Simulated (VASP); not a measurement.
# Ir (Fm-3m) in VASP: single point with LDA

Aim: the single point of Ir with LDA.

Everything below comes from runs of VASP 6.6.1. Logs are shortened: lines on timing, memory, paths and dates and some standing lists are left out, and cuts for length are marked.

### Step 1. The cell of the first run

It takes space group Fm-3m (No. 225, cubic). Conventional cell: a = 3.622 Å, b = 3.622 Å, c = 3.622 Å, α = 90.00°, β = 90.00°, γ = 90.00°. Ir (site symmetry m-3m) has 12 Ir at 2.56 Å within 3.4 Å.

### Step 2. Single point, LDA

Input file INCAR:

```
SYSTEM = Ir
  PREC = Accurate
  ENCUT = 520
  EDIFF = 1E-6
  ISMEAR = 0
  SIGMA = 0.1
  LREAL = .False.
  LASPH = .True.
  NELM = 100
  ALGO = Fast
  ISIF = 2
  LWAVE = .False.
  LCHARG = .False.
  GGA = CA
  NBANDS = 10
```

Input file KPOINTS:

```
Automatic mesh
0
Gamma
  48 48 48
  0 0 0
```

Input file POSCAR:

```
Ir
1.0
    0.0000000000      1.8111872262      1.8111872262
    1.8111872262      0.0000000000      1.8111872262
    1.8111872262      1.8111872262      0.0000000000
Ir
1
Direct
    0.0000000000      0.0000000000      0.0000000000
```

Potentials or basis: VASP PAW LDA potentials, release 64 (Ir).

Command:

```sh
> cat potpaw_LDA.64/Ir/POTCAR > POTCAR
> mpirun -np 1 vasp_std > vasp.out
```

OUTCAR:

```text
SYSTEM = Ir
   PREC = Accurate
   ENCUT = 520
   EDIFF = 1E-6
   ISMEAR = 0
   LREAL = .False.
   LASPH = .True.
   NELM = 100
   ISIF = 2
   GGA = CA

 ion  position               nearest neighbor table
   1  0.000  0.000  0.000-

  LATTYP: Found a face centered cubic cell.
 ALAT       =     3.6223744524

  Lattice vectors:

 A1 = (   0.0000000000,   1.8111872262,   1.8111872262)
 A2 = (   1.8111872262,   0.0000000000,   1.8111872262)
 A3 = (   1.8111872262,   1.8111872262,   0.0000000000)

Analysis of symmetry for initial positions (statically):
=====================================================================
 Subroutine PRICEL returns:
 Original cell was already a primitive cell.

 Routine SETGRP: Setting up the symmetry group for a
 face centered cubic supercell.

 Subroutine GETGRP returns: Found 48 space group operations
 (whereof 48 operations were pure point group operations)
 out of a pool of 48 trial point group operations.

The static configuration has the point symmetry O_h .

Analysis of symmetry for dynamics (positions and initial velocities):
=====================================================================
 Subroutine PRICEL returns:
 Original cell was already a primitive cell.

 Routine SETGRP: Setting up the symmetry group for a
 face centered cubic supercell.

 Subroutine GETGRP returns: Found 48 space group operations
 (whereof 48 operations were pure point group operations)
 out of a pool of 48 trial point group operations.

The dynamic configuration has the point symmetry O_h .

 Subroutine INISYM returns: Found 48 space group operations
 (whereof 48 operations are pure point group operations),
 and found     1 'primitive' translations

----------------------------------------------------------------------------------------

                                     Primitive cell

  volume of cell :      11.8828

  direct lattice vectors                    reciprocal lattice vectors
     0.000000000  1.811187226  1.811187226    -0.276062018  0.276062018  0.276062018
     1.811187226  0.000000000  1.811187226     0.276062018 -0.276062018  0.276062018
     1.811187226  1.811187226  0.000000000     0.276062018  0.276062018 -0.276062018

  length of vectors
     2.561405539  2.561405539  2.561405539     0.478153441  0.478153441  0.478153441

  position of ions in fractional coordinates (direct lattice)
     0.000000000  0.000000000  0.000000000

  ion indices of the primitive-cell ions
   primitive index   ion index
                 1           1

----------------------------------------------------------------------------------------

 KPOINTS: Automatic mesh

Automatic generation of k-mesh.
 Grid dimensions read from file:
 generate k-points for:   48   48   48

 Generating k-lattice:

  Cartesian coordinates                     Fractional coordinates (reciprocal lattice)
    -0.005751292  0.005751292  0.005751292     0.020833333  0.000000000  0.000000000
     0.005751292 -0.005751292  0.005751292     0.000000000  0.020833333  0.000000000
     0.005751292  0.005751292 -0.005751292     0.000000000  0.000000000  0.020833333

  Length of vectors
     0.009961530  0.009961530  0.009961530

  Shift w.r.t. Gamma in fractional coordinates (k-lattice)
     0.000000000  0.000000000  0.000000000

 Subroutine IBZKPT returns following result:
 ===========================================

 Found   2769 irreducible k-points:

 Following reciprocal coordinates:
            Coordinates               Weight
  0.000000  0.000000  0.000000      1.000000
  0.020833  0.000000  0.000000      8.000000
  0.041667  0.000000  0.000000      8.000000
  0.062500  0.000000  0.000000      8.000000
  0.083333  0.000000  0.000000      8.000000
  0.104167  0.000000  0.000000      8.000000
[... 16 lines left out ...]
  0.458333  0.000000  0.000000      8.000000
  0.479167  0.000000  0.000000      8.000000
 [... further k-points ...]
   k-points           NKPTS =   2769   k-points in BZ     NKDIM =   2769   number of bands    NBANDS=     10
   number of dos      NEDOS =    301   number of ions     NIONS =      1
   total plane-waves  NPLWV =   8000
   dimension x,y,z NGX =    20 NGY =   20 NGZ =   20
   dimension x,y,z NGXF=    40 NGYF=   40 NGZF=   40
   ions per type =               1
   NGX,Y,Z   is equivalent  to a cutoff of  12.98, 12.98, 12.98 a.u.
   NGXF,Y,Z  is equivalent  to a cutoff of  25.96, 25.96, 25.96 a.u.
 SYSTEM =  Ir
   PREC   = accura    normal or accurate (medium, high low for compatibility)
   ISTART =      0    job   : 0-new  1-cont  2-samecut
   ICHARG =      2    charge: 1-file 2-atom 10-const
   ISPIN  =      1    spin polarized calculation?
   LNONCOLLINEAR =      F non collinear calculations
   LSORBIT =      F    spin-orbit coupling
   LASPH  =      T    aspherical Exc in radial PAW
   ENCUT  =  520.0 eV  38.22 Ry    6.18 a.u.   4.76  4.76  4.76*2*pi/ulx,y,z
   NELM   =    100;   NELMIN=  2; NELMDL= -5     # of ELM steps
   EDIFF  = 0.1E-05   stopping-criterion for ELM
   LREAL  =      F    real-space projection
   EDIFFG = 0.1E-04   stopping-criterion for IOM
   NSW    =      0    number of steps for IOM
   IBRION =     -1    ionic relax: 0-MD 1-quasi-New 2-CG
   NFREE  =      0    steps in history (QN), initial steepest desc. (CG)
   ISIF   =      2    stress and relaxation
   ISYM   =      2    0-nonsym 1-usesym 2-fastsym
   POTIM  = 0.5000    time-step for ionic-motion
   TEBEG  =    0.0;   TEEND  =   0.0 temperature during run
   PSTRESS=    0.0 pullay stress
   NELECT =       9.0000    total number of electrons
   NUPDOWN=      -1.0000    fix difference up-down
   EMIN   =  10.00;   EMAX   =-10.00  energy-range for DOS
   EFERMI =   0.00;   METHOD = LEGACY
   ISMEAR =     0;   SIGMA  =   0.10  broadening in eV -4-tet -1-fermi 0-gaus
   EFERMI_NEDOS =   21; number of points for ismear=-14 and -15
   IALGO  =     68    algorithm
   IMIX   =      4    mixing-type and parameters
     AMIX     =   0.40;   BMIX     =  1.00
     AMIX_MAG =   1.60;   BMIX_MAG =  1.00
  volume/ion in A,a.u.               =      11.88        80.19
  Fermi-wavevector in a.u.,A,eV,Ry     =   1.492275  2.819992 30.298623  2.226886
  Thomas-Fermi vector in A             =   2.604824
   LORBIT       =      0    0 simple, 1 ext, 2 COOP (PROOUT), +10 PAW based schemes
   GGA     = CA    functional components
   LHFCALC =     F    Hartree Fock is set to
   AEXX    =    0.0000 exact exchange contribution
   IVDW    =     0    specifies the selected vdW correction
   LEPSILON=     F    determine dielectric tensor
   LRPA    =     F    only Hartree local field effects (RPA)
 non-spin polarized calculation
 RMM-DIIS sequential band-by-band and
 Gauss-broadening in eV      SIGMA  =   0.10
  energy-cutoff  :      520.00
  volume of cell :       11.88
 maximum number of plane-waves:       332
   NGX =  9   NGY =  9   NGZ =  9

 number of electron       9.0000001 magnetization

 Free energy of the ion-electron system (eV)
  ---------------------------------------------------
  ext. energy  EPLUGINS =         0.00000000
  ---------------------------------------------------
  free energy    TOTEN  =        -9.80678992 eV

  energy without entropy =       -9.80349206  energy(sigma->0) =       -9.80514099

 E-fermi :  13.6550     XC(G=0): -15.1643

 val. band max:       13.6528697596   @ k =  -0.3542   0.0833   0.0208
 cond. band min:      13.6552234266   @ k =  -0.3750   0.1875   0.0000
 fundamental gap:      0.0023536671
 Fermi energy:        13.6550056738

 k-point     1 :       0.0000    0.0000    0.0000
  band No.  band energies     occupation
      1       0.5967      2.00000
      2       8.5663      2.00000
      3       8.5663      2.00000
      4       8.5663      2.00000
      5      12.1444      2.00000
      6      12.1444      2.00000
      7      27.4852      0.00000
      8      34.1259      0.00000
      9      34.1259      0.00000
     10      34.1259      0.00000

 k-point     2 :       0.0208    0.0000    0.0000
  band No.  band energies     occupation
      1       0.6205      2.00000
      2       8.5518      2.00000
      3       8.5774      2.00000
      4       8.5774      2.00000
      5      12.1358      2.00000
      6      12.1358      2.00000
      7      27.5297      0.00000
      8      33.9943      0.00000
      9      34.1676      0.00000
     10      34.1676      0.00000

 k-point     3 :       0.0417    0.0000    0.0000
  band No.  band energies     occupation
      1       0.6914      2.00000
      2       8.5095      2.00000
      3       8.6102      2.00000
      4       8.6102      2.00000
      5      12.1108      2.00000
      6      12.1108      2.00000
      7      27.6619      0.00000
      8      33.6406      0.00000
      9      34.2919      0.00000
     10      34.2919      0.00000

 k-point     4 :       0.0625    0.0000    0.0000
  band No.  band energies     occupation
      1       0.8083      2.00000
      2       8.4423      2.00000
      3       8.6630      2.00000
      4       8.6630      2.00000
      5      12.0721      2.00000
      6      12.0721      2.00000
      7      27.8772      0.00000
      8      33.1471      0.00000
      9      34.4973      0.00000
     10      34.4973      0.00000

 k-point     5 :       0.0833    0.0000    0.0000
  band No.  band energies     occupation
      1       0.9688      2.00000
      2       8.3549      2.00000
      3       8.7329      2.00000
      4       8.7329      2.00000
      5      12.0242      2.00000
      6      12.0242      2.00000
      7      28.1674      0.00000
      8      32.5841      0.00000
      9      34.7812      0.00000
     10      34.7812      0.00000

 k-point     6 :       0.1042    0.0000    0.0000
  band No.  band energies     occupation
      1       1.1698      2.00000
      2       8.2539      2.00000
      3       8.8156      2.00000
      4       8.8156      2.00000
      5      11.9734      2.00000
      6      11.9734      2.00000
      7      28.5192      0.00000
      8      31.9993      0.00000
      9      35.1400      0.00000
     10      35.1400      0.00000

 k-point     7 :       0.1250    0.0000    0.0000
  band No.  band energies     occupation
      1       1.4066      2.00000
      2       8.1472      2.00000
      3       8.9051      2.00000
      4       8.9051      2.00000
      5      11.9279      2.00000
      6      11.9279      2.00000
      7      28.9083      0.00000
      8      31.4310      0.00000
      9      35.5695      0.00000
     10      35.5695      0.00000

 k-point     8 :       0.1458    0.0000    0.0000
  band No.  band energies     occupation
      1       1.6732      2.00000
      2       8.0444      2.00000
      3       8.9935      2.00000
      4       8.9935      2.00000
      5      11.8978      2.00000
      6      11.8978      2.00000
      7      29.2755      0.00000
      8      30.9375      0.00000
      9      36.0647      0.00000
     10      36.0647      0.00000

 k-point     9 :       0.1667    0.0000    0.0000
  band No.  band energies     occupation
      1       1.9612      2.00000
      2       7.9565      2.00000
      3       9.0716      2.00000
      4       9.0716      2.00000
      5      11.8944      2.00000
      6      11.8944      2.00000
      7      29.4391      0.00000
      8      30.6885      0.00000
      9      36.6203      0.00000
     10      36.6203      0.00000
[... 118 lines left out ...]
 k-point    19 :       0.3750    0.0000    0.0000
  band No.  band energies     occupation
      1       3.6060      2.00000
      2       8.6668      2.00000
      3       8.6668      2.00000
      4      10.3801      2.00000
      5      13.9515      0.00003
      6      13.9515      0.00003
      7      25.0511      0.00000
      8      28.8660      0.00000
      9      37.0668      0.00000
     10      37.0668      0.00000

 k-point    20 :       0.3958    0.0000    0.0000
  band No.  band energies     occupation
      1       3.5907      2.00000
      2       8.5934      2.00000
      3       8.5934      2.00000
      4      10.9170      2.00000
      5      14.2181      0.00000
      6      14.2181      0.00000
      7      24.5759      0.00000
      8      28.3111      0.00000
      9      36.4356      0.00000
     10      36.4356      0.00000

 k-point    21 :       0.4167    0.0000    0.0000
  band No.  band energies     occupation
      1       3.5695      2.00000
      2       8.5304      2.00000
      3       8.5304      2.00000
      4      11.4318      2.00000
      5      14.4551      0.00000
      6      14.4551      0.00000
      7      24.1036      0.00000
      8      27.8562      0.00000
      9      35.8992      0.00000
     10      35.8992      0.00000

 k-point    22 :       0.4375    0.0000    0.0000
  band No.  band energies     occupation
      1       3.5479      2.00000
      2       8.4797      2.00000
      3       8.4797      2.00000
      4      11.8921      2.00000
      5      14.6522      0.00000
      6      14.6522      0.00000
      7      23.6642      0.00000
      8      27.5103      0.00000
      9      35.4684      0.00000
     10      35.4684      0.00000

 k-point    23 :       0.4583    0.0000    0.0000
  band No.  band energies     occupation
      1       3.5300      2.00000
      2       8.4426      2.00000
      3       8.4426      2.00000
      4      12.2613      2.00000
      5      14.8005      0.00000
      6      14.8005      0.00000
      7      23.3005      0.00000
      8      27.2709      0.00000
      9      35.1529      0.00000
     10      35.1529      0.00000

 k-point    24 :       0.4792    0.0000    0.0000
  band No.  band energies     occupation
      1       3.5182      2.00000
      2       8.4200      2.00000
      3       8.4200      2.00000
      4      12.5026      2.00000
      5      14.8926      0.00000
      6      14.8926      0.00000
      7      23.0579      0.00000
      8      27.1311      0.00000
      9      34.9603      0.00000
     10      34.9603      0.00000

 [... further k-points ...]
[... 5 lines left out ...]
  --------------------------------------------------------------------------------------
  -------------------------------------------------------------------------------------
  Total        7.0667406      7.0667406      7.0667406     -0.0000000      0.0000000      0.0000000
  in kB      952.8174446    952.8174446    952.8174446     -0.0000000      0.0000000      0.0000000
  external PRESSURE =     952.8174446 kB  Pullay stress =       0.0000000 kB

 VOLUME and BASIS-vectors are now :
 -----------------------------------------------------------------------------
  energy-cutoff  :      520.00
  volume of cell :       11.88
      direct lattice vectors                 reciprocal lattice vectors
     0.000000000  1.811187226  1.811187226    -0.276062018  0.276062018  0.276062018
     1.811187226  0.000000000  1.811187226     0.276062018 -0.276062018  0.276062018
     1.811187226  1.811187226  0.000000000     0.276062018  0.276062018 -0.276062018

 POSITION                                       TOTAL-FORCE (eV/Angst)
 -----------------------------------------------------------------------------------
      0.00000      0.00000      0.00000         0.000000     -0.000000     -0.000000
 -----------------------------------------------------------------------------------
    total drift:                                0.000000      0.000000     -0.000000

  FREE ENERGIE OF THE ION-ELECTRON SYSTEM (eV)
  ---------------------------------------------------
  free  energy   TOTEN  =        -9.8067899208 eV

  energy  without entropy=       -9.8034920558  energy(sigma->0) =       -9.80514099
```

Wall time 3.5 min (1 thread of Intel Xeon Platinum 8375C at 2.90GHz (Ice Lake), shared host); peak memory 0.44 GiB.

What came out:

```
Free energy            : -9.8068 eV
Pressure               : 95.3 GPa
Band gap on the k mesh : zero (an odd number of electrons rules out a gap without spin polarisation)
```

Levels at points of the mesh, in eV from the Fermi level:
```
           k point  band 1  band 2  band 3  band 4  band 5  band 6  band 7  band 8
(0.00, 0.00, 0.00)  -13.06   -5.09   -5.09   -5.09   -1.51   -1.51   13.83   20.47
(0.50, 0.00, 0.00)  -10.14   -5.24   -5.24   -1.07    1.27    1.27    9.32   13.43
(0.50, 0.50, 0.00)  -10.17   -9.51    1.26    1.87    2.05    2.05   12.59   12.59
```

Caveat: the cell stands under pressure; spin-orbit coupling is left out, which moves the levels of the heavy elements.
